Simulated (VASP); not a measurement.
# ZnS (F-43m) in VASP: notebook

ZnS is run at these levels: HSE06; tasks: single point.

All numbers are computed with VASP 6.6.1; they aren't measurements. Logs are shortened: lines on timing, memory, paths and dates and some standing lists are left out, and cuts for length are marked.

**1. The cell of the first run**

Symmetry: F-43m, No. 216, cubic system. The conventional cell has a = 5.426 Å, b = 5.426 Å, c = 5.426 Å, α = 90.00°, β = 90.00°, γ = 90.00°. Zn (site symmetry -43m) has 4 S at 2.35 Å within 3.1 Å. Within 3.1 Å of S (site symmetry -43m) lie 4 Zn at 2.35 Å.

**2. Single point, HSE06**

File POSCAR:

```
ZnS
1.0
    0.0000000000      2.7128609896      2.7128609896
    2.7128609896      0.0000000000      2.7128609896
    2.7128609896      2.7128609896      0.0000000000
Zn S
1 1
Direct
    0.0000000000      0.0000000000      0.0000000000
    0.2500000000      0.2500000000      0.2500000000
```

File INCAR.step1:

```
  PREC = Accurate
  ENCUT = 400
  EDIFF = 1E-5
  ISMEAR = 0
  SIGMA = 0.05
  LREAL = False
  LASPH = True
  NELM = 120
  ALGO = Normal
  ISIF = 2
  LWAVE = True
  LCHARG = False
  NBANDS = 16
  GGA = PE
  GGA_COMPAT = False
```

File INCAR.step2:

```
  PREC = Accurate
  ENCUT = 400
  EDIFF = 1E-6
  ISMEAR = 0
  SIGMA = 0.05
  LREAL = False
  LASPH = True
  NELM = 120
  ALGO = Normal
  ISIF = 2
  LWAVE = False
  LCHARG = False
  GGA = PE
  LHFCALC = True
  HFSCREEN = 0.2079
  PRECFOCK = Normal
  NBANDS = 16
  ISTART = 1
  GGA_COMPAT = False
```

File KPOINTS:

```
Automatic mesh
0
Gamma
  6 6 6
```

Potentials or basis: VASP PAW PBE potentials, release 64 (Zn, S).

Started as:

```sh
cat potpaw_PBE.64/Zn/POTCAR potpaw_PBE.64/S/POTCAR > POTCAR
cp INCAR.step1 INCAR
mpirun -np 1 vasp_std > vasp.out
cp INCAR.step2 INCAR
mpirun -np 1 vasp_std > vasp.out
```

OUTCAR:

```text
PREC = Accurate
   ENCUT = 400
   EDIFF = 1E-6
   ISMEAR = 0
   LREAL = False
   LASPH = True
   NELM = 120
   ISIF = 2
   GGA = PE
   LHFCALC = True
   HFSCREEN = 0.2079
   PRECFOCK = Normal
   ISTART = 1

 ion  position               nearest neighbor table
   1  0.000  0.000  0.000-   2 2.35   2 2.35   2 2.35   2 2.35
   2  0.250  0.250  0.250-   1 2.35   1 2.35   1 2.35   1 2.35

  LATTYP: Found a face centered cubic cell.
 ALAT       =     5.4257219792

  Lattice vectors:

 A1 = (   0.0000000000,   2.7128609896,   2.7128609896)
 A2 = (   2.7128609896,   0.0000000000,   2.7128609896)
 A3 = (   2.7128609896,   2.7128609896,   0.0000000000)

Analysis of symmetry for initial positions (statically):
=====================================================================
 Subroutine PRICEL returns:
 Original cell was already a primitive cell.

 Routine SETGRP: Setting up the symmetry group for a
 face centered cubic supercell.

 Subroutine GETGRP returns: Found 24 space group operations
 (whereof 24 operations were pure point group operations)
 out of a pool of 48 trial point group operations.

The static configuration has the point symmetry T_d .

Analysis of symmetry for dynamics (positions and initial velocities):
=====================================================================
 Subroutine PRICEL returns:
 Original cell was already a primitive cell.

 Routine SETGRP: Setting up the symmetry group for a
 face centered cubic supercell.

 Subroutine GETGRP returns: Found 24 space group operations
 (whereof 24 operations were pure point group operations)
 out of a pool of 48 trial point group operations.

The dynamic configuration has the point symmetry T_d .

 Subroutine INISYM returns: Found 24 space group operations
 (whereof 24 operations are pure point group operations),
 and found     1 'primitive' translations

----------------------------------------------------------------------------------------

                                     Primitive cell

  volume of cell :      39.9312

  direct lattice vectors                    reciprocal lattice vectors
     0.000000000  2.712860990  2.712860990    -0.184307269  0.184307269  0.184307269
     2.712860990  0.000000000  2.712860990     0.184307269 -0.184307269  0.184307269
     2.712860990  2.712860990  0.000000000     0.184307269  0.184307269 -0.184307269

  length of vectors
     3.836564804  3.836564804  3.836564804     0.319229554  0.319229554  0.319229554

  position of ions in fractional coordinates (direct lattice)
     0.000000000  0.000000000  0.000000000
     0.250000000  0.250000000  0.250000000

  ion indices of the primitive-cell ions
   primitive index   ion index
                 1           1
                 2           2

----------------------------------------------------------------------------------------

 KPOINTS: Automatic mesh

Automatic generation of k-mesh.
 Grid dimensions read from file:
 generate k-points for:    6    6    6

 Generating k-lattice:

  Cartesian coordinates                     Fractional coordinates (reciprocal lattice)
    -0.030717878  0.030717878  0.030717878     0.166666667  0.000000000  0.000000000
     0.030717878 -0.030717878  0.030717878     0.000000000  0.166666667  0.000000000
     0.030717878  0.030717878 -0.030717878     0.000000000  0.000000000  0.166666667

  Length of vectors
     0.053204926  0.053204926  0.053204926

  Shift w.r.t. Gamma in fractional coordinates (k-lattice)
     0.000000000  0.000000000  0.000000000

 Subroutine IBZKPT returns following result:
 ===========================================

 Found     16 irreducible k-points:

 Following reciprocal coordinates:
            Coordinates               Weight
  0.000000  0.000000  0.000000      1.000000
  0.166667  0.000000  0.000000      8.000000
  0.333333  0.000000  0.000000      8.000000
  0.500000  0.000000  0.000000      4.000000
  0.166667  0.166667  0.000000      6.000000
  0.333333  0.166667  0.000000     24.000000
[... 8 lines left out ...]
 -0.333333  0.333333  0.166667     24.000000
 -0.333333  0.500000  0.166667     12.000000
   k-points           NKPTS =     16   k-points in BZ     NKDIM =    216   number of bands    NBANDS=     16
   number of dos      NEDOS =    301   number of ions     NIONS =      2
   total plane-waves  NPLWV =  21952
   dimension x,y,z NGX =    28 NGY =   28 NGZ =   28
   dimension x,y,z NGXF=    56 NGYF=   56 NGZF=   56
   ions per type =               1   1
   NGX,Y,Z   is equivalent  to a cutoff of  12.13, 12.13, 12.13 a.u.
   NGXF,Y,Z  is equivalent  to a cutoff of  24.27, 24.27, 24.27 a.u.
 SYSTEM =  unknown system
   PREC   = accura    normal or accurate (medium, high low for compatibility)
   ISTART =      1    job   : 0-new  1-cont  2-samecut
   ICHARG =      0    charge: 1-file 2-atom 10-const
   ISPIN  =      1    spin polarized calculation?
   LNONCOLLINEAR =      F non collinear calculations
   LSORBIT =      F    spin-orbit coupling
   LASPH  =      T    aspherical Exc in radial PAW
   ENCUT  =  400.0 eV  29.40 Ry    5.42 a.u.   6.26  6.26  6.26*2*pi/ulx,y,z
   NELM   =    120;   NELMIN=  2; NELMDL=  0     # of ELM steps
   EDIFF  = 0.1E-05   stopping-criterion for ELM
   LREAL  =      F    real-space projection
   EDIFFG = 0.1E-04   stopping-criterion for IOM
   NSW    =      0    number of steps for IOM
   IBRION =     -1    ionic relax: 0-MD 1-quasi-New 2-CG
   NFREE  =      0    steps in history (QN), initial steepest desc. (CG)
   ISIF   =      2    stress and relaxation
   ISYM   =      3    0-nonsym 1-usesym 2-fastsym
   POTIM  = 0.5000    time-step for ionic-motion
   TEBEG  =    0.0;   TEEND  =   0.0 temperature during run
   PSTRESS=    0.0 pullay stress
   NELECT =      18.0000    total number of electrons
   NUPDOWN=      -1.0000    fix difference up-down
   EMIN   =  10.00;   EMAX   =-10.00  energy-range for DOS
   EFERMI =   0.00;   METHOD = LEGACY
   ISMEAR =     0;   SIGMA  =   0.05  broadening in eV -4-tet -1-fermi 0-gaus
   EFERMI_NEDOS =   21; number of points for ismear=-14 and -15
   IALGO  =     38    algorithm
   IMIX   =      1    mixing-type and parameters
     AMIX     =   0.40;   BMIX     =  1.00
     AMIX_MAG =   1.60;   BMIX_MAG =  1.00
  volume/ion in A,a.u.               =      19.97       134.73
  Fermi-wavevector in a.u.,A,eV,Ry     =   1.255244  2.372067 21.437847  1.575637
  Thomas-Fermi vector in A             =   2.389010
   LORBIT       =      0    0 simple, 1 ext, 2 COOP (PROOUT), +10 PAW based schemes
   GGA     = PE    functional components
   LHFCALC =     T    Hartree Fock is set to
   PRECFOCK=normal    Normal, Fast or Accurate (Low or Medium for compatibility)
   ENCUT4O =  -1.0   cutoff for four orbital integrals eV
   NKREDX  =     1    reduce k-point grid by
   NKREDY  =     1    reduce k-point grid by
   NKREDZ  =     1    reduce k-point grid by
   AEXX    =    0.2500 exact exchange contribution
   HFSCREEN=    0.2079 screening length (either q_TF or 0.3 A-1)
   HFSCREENC=   0.2079 screening length for correlation (either q_TF or 0.3 A-1)
   ENCUTFOCK=  -1.0 apply spherical cutoff to Coloumb kernel
   IVDW    =     0    specifies the selected vdW correction
   LEPSILON=     F    determine dielectric tensor
   LRPA    =     F    only Hartree local field effects (RPA)
 non-spin polarized calculation
 Gauss-broadening in eV      SIGMA  =   0.05
  energy-cutoff  :      400.00
  volume of cell :       39.93
 maximum number of plane-waves:       745
 NGX is ok and might be reduce to    28
  NGX = 20; NGY = 20; NGZ = 20

 number of electron      17.9999992 magnetization

 Free energy of the ion-electron system (eV)
  ---------------------------------------------------
  ext. energy  EPLUGINS =         0.00000000
  ---------------------------------------------------
  free energy    TOTEN  =        -8.37007364 eV

  energy without entropy =       -8.37007364  energy(sigma->0) =       -8.37007364

 E-fermi :   1.5345     XC(G=0):  -7.9280

 val. band max:        1.2755211621   @ k =   0.0000   0.0000   0.0000
 cond. band min:       4.5416802329   @ k =   0.0000   0.0000   0.0000
 fundamental gap:      3.2661590708
 Fermi energy:         1.5344807544

 k-point     1 :       0.0000    0.0000    0.0000
  band No.  band energies     occupation
      1     -12.9610      2.00000
      2      -6.5295      2.00000
      3      -6.5295      2.00000
      4      -6.5295      2.00000
      5      -6.0977      2.00000
      6      -6.0977      2.00000
[... 8 lines left out ...]
     15      14.4472      0.00000
     16      14.5815      0.00000

 k-point     2 :       0.1667    0.0000    0.0000
  band No.  band energies     occupation
      1     -12.7476      2.00000
      2      -6.4973      2.00000
      3      -6.4973      2.00000
      4      -6.4898      2.00000
      5      -6.0994      2.00000
      6      -6.0994      2.00000
[... 8 lines left out ...]
     15      13.5829      0.00000
     16      15.3105      0.00000

 k-point     3 :       0.3333    0.0000    0.0000
  band No.  band energies     occupation
      1     -12.2690      2.00000
      2      -6.4440      2.00000
      3      -6.4440      2.00000
      4      -6.2566      2.00000
      5      -6.0889      2.00000
      6      -6.0889      2.00000
[... 8 lines left out ...]
     15      14.2597      0.00000
     16      14.4258      0.00000

 k-point     4 :       0.5000    0.0000    0.0000
  band No.  band energies     occupation
      1     -11.9965      2.00000
      2      -6.4246      2.00000
      3      -6.4246      2.00000
      4      -6.0737      2.00000
      5      -6.0737      2.00000
      6      -5.8679      2.00000
[... 8 lines left out ...]
     15      16.2405      0.00000
     16      16.2405      0.00000
[... 172 lines left out ...]
 k-point    14 :       0.5000    0.3333    0.1667
  band No.  band energies     occupation
      1     -11.9409      2.00000
      2      -6.3895      2.00000
      3      -6.3640      2.00000
      4      -6.2233      2.00000
      5      -6.0737      2.00000
      6      -5.9701      2.00000
[... 8 lines left out ...]
     15      16.7869      0.00000
     16      17.4638      0.00000

 k-point    15 :      -0.3333    0.3333    0.1667
  band No.  band energies     occupation
      1     -11.7576      2.00000
      2      -6.3788      2.00000
      3      -6.3297      2.00000
      4      -6.1439      2.00000
      5      -6.0950      2.00000
      6      -5.7361      2.00000
[... 8 lines left out ...]
     15      16.5060      0.00000
     16      17.3139      0.00000

 k-point    16 :      -0.3333    0.5000    0.1667
  band No.  band energies     occupation
      1     -11.6734      2.00000
      2      -6.3748      2.00000
      3      -6.2836      2.00000
      4      -6.1839      2.00000
      5      -6.0736      2.00000
      6      -5.7065      2.00000
[... 8 lines left out ...]
     15      16.8238      0.00000
     16      17.6022      0.00000

------------------------ aborting loop because EDIFF is reached ----------------------------------------

  FORCE on cell =-STRESS in cart. coord.  units (eV):
  Direction    XX          YY          ZZ          XY          YZ          ZX
  --------------------------------------------------------------------------------------
  -------------------------------------------------------------------------------------
  Total       -0.0718229     -0.0718229     -0.0718229      0.0000000      0.0000000      0.0000000
  in kB       -2.8817798     -2.8817798     -2.8817798      0.0000000      0.0000000      0.0000000
  external PRESSURE =      -2.8817798 kB  Pullay stress =       0.0000000 kB

 VOLUME and BASIS-vectors are now :
 -----------------------------------------------------------------------------
  energy-cutoff  :      400.00
  volume of cell :       39.93
      direct lattice vectors                 reciprocal lattice vectors
     0.000000000  2.712860990  2.712860990    -0.184307269  0.184307269  0.184307269
     2.712860990  0.000000000  2.712860990     0.184307269 -0.184307269  0.184307269
     2.712860990  2.712860990  0.000000000     0.184307269  0.184307269 -0.184307269

 POSITION                                       TOTAL-FORCE (eV/Angst)
 -----------------------------------------------------------------------------------
      0.00000      0.00000      0.00000         0.000000      0.000000      0.000000
      1.35643      1.35643      1.35643        -0.000000     -0.000000     -0.000000
 -----------------------------------------------------------------------------------
    total drift:                                0.000086      0.000059      0.000044

  FREE ENERGIE OF THE ION-ELECTRON SYSTEM (eV)
  ---------------------------------------------------
  free  energy   TOTEN  =        -8.3700736442 eV

  energy  without entropy=       -8.3700736442  energy(sigma->0) =       -8.37007364
```

It took 22 min on 1 thread of Intel Xeon Platinum 8488C (Sapphire Rapids), shared host; peak memory 0.26 GiB.

Results:

```yaml
Free_energy: -8.3701 eV
Pressure: -0.3 GPa
Band_gap_on_the_k_mesh: 3.27 eV
```

Levels at points of the mesh, in eV from the valence-band top:
| k point | band 5 | band 6 | band 7 | band 8 | band 9 | band 10 | band 11 | band 12 | band 13 | band 14 |
| --- | --- | --- | --- | --- | --- | --- | --- | --- | --- | --- |
| (0.00, 0.00, 0.00) | -7.37 | -7.37 | 0.00 | 0.00 | 0.00 | 3.27 | 7.68 | 7.68 | 7.68 | 13.17 |
| (0.50, 0.00, 0.00) | -7.35 | -7.14 | -5.51 | -0.90 | -0.90 | 4.51 | 8.18 | 8.18 | 10.16 | 13.55 |
| (0.50, 0.50, 0.00) | -7.31 | -7.10 | -4.93 | -2.30 | -2.30 | 4.40 | 5.25 | 12.45 | 13.61 | 13.61 |

Caveat: the PAW data sets were made with another functional, which shifts forces and pressure a little.

**3. Single point, HSE06 (19.97 Å³/atom)**

File POSCAR:

```
ZnS
1.0
    0.0000000000      2.7129000000      2.7129000000
    2.7129000000      0.0000000000      2.7129000000
    2.7129000000      2.7129000000      0.0000000000
Zn S
1 1
Direct
    0.0000000000      0.0000000000      0.0000000000
    0.2500000000      0.2500000000      0.2500000000
```

File INCAR.step1:

```
SYSTEM = ZnS
PREC = Accurate
ENCUT = 400
EDIFF = 1E-5
ISMEAR = 0
SIGMA = 0.02
LREAL = .FALSE.
LASPH = .TRUE.
NELM = 120
ALGO = Normal
ISIF = 2
LWAVE = .TRUE.
GGA = PE
NBANDS = 16
GGA_COMPAT = .FALSE.
```

File INCAR.step2:

```
SYSTEM = ZnS
PREC = Accurate
ENCUT = 400
EDIFF = 1E-6
ISMEAR = 0
SIGMA = 0.02
LREAL = .FALSE.
LASPH = .TRUE.
NELM = 120
ALGO = Normal
ISIF = 2
LWAVE = .FALSE.
LCHARG = .TRUE.
GGA = PE
LHFCALC = .TRUE.
HFSCREEN = 0.2079
PRECFOCK = Normal
LELF = .TRUE.
LVHAR = .TRUE.
ISTART = 1
NBANDS = 16
GGA_COMPAT = .FALSE.
```

File KPOINTS:

```
Automatic mesh
0
G
  6 6 6
  0 0 0
```

Potentials or basis: VASP PAW PBE potentials, release 64 (Zn, S).

Started as:

```sh
cat potpaw_PBE.64/Zn/POTCAR potpaw_PBE.64/S/POTCAR > POTCAR
cp INCAR.step1 INCAR
mpirun -np 1 vasp_std > vasp.out
cp INCAR.step2 INCAR
mpirun -np 1 vasp_std > vasp.out
```

Run time: 24 min. Hardware: 1 thread of Intel Xeon Platinum 8488C (Sapphire Rapids), shared host; peak memory 0.26 GiB.

The run converged. Its results:

| Quantity | Value |
| --- | --- |
| Free energy | -8.3701 eV |
| Pressure | -0.3 GPa |
| Band gap on the k mesh | 3.27 eV |

Levels at points of the mesh, in eV from the valence-band top:
```csv
k point,band 6,band 7,band 8,band 9,band 10,band 11,band 12,band 13
"(0.00, 0.00, 0.00)",-7.37,0.00,0.00,0.00,3.27,7.68,7.68,7.68
"(0.50, 0.00, 0.00)",-7.14,-5.51,-0.90,-0.90,4.51,8.18,8.18,10.16
"(0.50, 0.50, 0.00)",-7.10,-4.93,-2.30,-2.30,4.40,5.25,12.45,13.61
```

Caveat: the PAW data sets were made with another functional, which shifts forces and pressure a little.
